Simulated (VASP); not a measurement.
Input of a VASP 6.6.1 run:

File INCAR:

```
ALGO     = Fast           # electronic algorithm
EDIFF    = 1E-7           # SCF threshold, eV
ENCUT    = 520            # plane-wave cutoff, eV
GGA      = PE             # functional
ISIF     = 2              # what is computed and relaxed
ISMEAR   = -1             # smearing method
LASPH    = T              # aspherical terms in the spheres
LCHARG   = F              # write CHGCAR
LREAL    = F              # projectors in reciprocal space
LWAVE    = F              # write WAVECAR
NBANDS   = 20             # bands
NELM     = 80             # most SCF steps
PREC     = Accurate       # precision mode
SIGMA    = 0.15           # smearing width, eV
```

File KPOINTS:

```
k-points
0
Gamma
  18 18 10
```

File POSCAR:

```
Tl
1.0
    1.7954949139     -3.1115115941      0.0000000000
    1.7954949139      3.1115115941      0.0000000000
    0.0000000000      0.0000000000      5.6439991083
Tl
2
Direct
    0.8333736310      0.1666263690      0.2500000000
    0.1666263690      0.8333736310      0.7500000000
```

Potentials or basis: VASP PAW PBE potentials, release 64 (Tl_d).

Launch:

```bash
$ cat potpaw_PBE.64/Tl_d/POTCAR > POTCAR
$ mpirun -np 1 vasp_std > vasp.out
```

**Question.** What does it give for the band gap on the k mesh?

**Answer.** Zero (bands 13 and 14 overlap by 5.27 eV).

**Question.** What does it give for the pressure?

**Answer.** -0.1 GPa.

Caveat: spin-orbit coupling is left out, which moves the levels of the heavy elements.
